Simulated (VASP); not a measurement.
A run of VASP 6.6.1 is set up as follows.

The input INCAR:

```
PREC = Accurate
ENCUT = 520
EDIFF = 1E-6
ISMEAR = 0
SIGMA = 0.05
LREAL = False
LASPH = True
NELM = 100
ALGO = Normal
ISIF = 2
LWAVE = False
LCHARG = False
GGA = PS
NBANDS = 27
```

KPOINTS

```
regular mesh
0
Gamma
  10 10 10
```

POSCAR

```
InSe
1.0
    1.9999260227      1.1546578276      8.3172809549
   -1.9999260227      1.1546578276      8.3172809549
    0.0000000000     -2.3093156551      8.3172809549
In Se
2 2
Direct
    0.0005034643      0.0005034643      0.0005034643
    0.1116949756      0.1116949756      0.1116949756
    0.6158086021      0.6158086021      0.6158086021
    0.8296929580      0.8296929580      0.8296929580
```

Potentials or basis: VASP PAW PBE potentials, release 64 (In_d, Se).

Command:

```bash
$ cat potpaw_PBE.64/In_d/POTCAR potpaw_PBE.64/Se/POTCAR > POTCAR
$ mpirun -np 1 vasp_std > vasp.out
```

Problem. What does it give for the largest force?

Solution. 0.024 eV/Å.

Problem. What does it give for the band gap on the k mesh?

Solution. 0.32 eV, direct.

Stress tensor (GPa, compression positive):
```
0.36 0.00 0.00
0.00 0.36 0.00
0.00 0.00 0.27
```

Caveat: the PAW data sets were made with another functional, which shifts forces and pressure a little; spin-orbit coupling is left out, which moves the levels of the heavy elements.

**The experiment to reproduce.**

“The Interaction of Hydrogen with the van der Waals Crystal γ-InSe”, 2020, pmc:7321205 reports, for a bulk crystal of InSe at 300 K: band gap 1.25 eV.

Against the measured gap of InSe, 1.25 eV (300 K; “The Interaction of Hydrogen with the van der Waals Crystal γ-InSe”, 2020, pmc:7321205), the calculated 0.32 eV is off by -0.93 eV. Spin-orbit coupling on In, Se is left out. The value is that of PBEsol on a finite k mesh, which can miss the band edges, without temperature or zero-point motion. Semilocal functionals fall short of measured gaps as a rule.
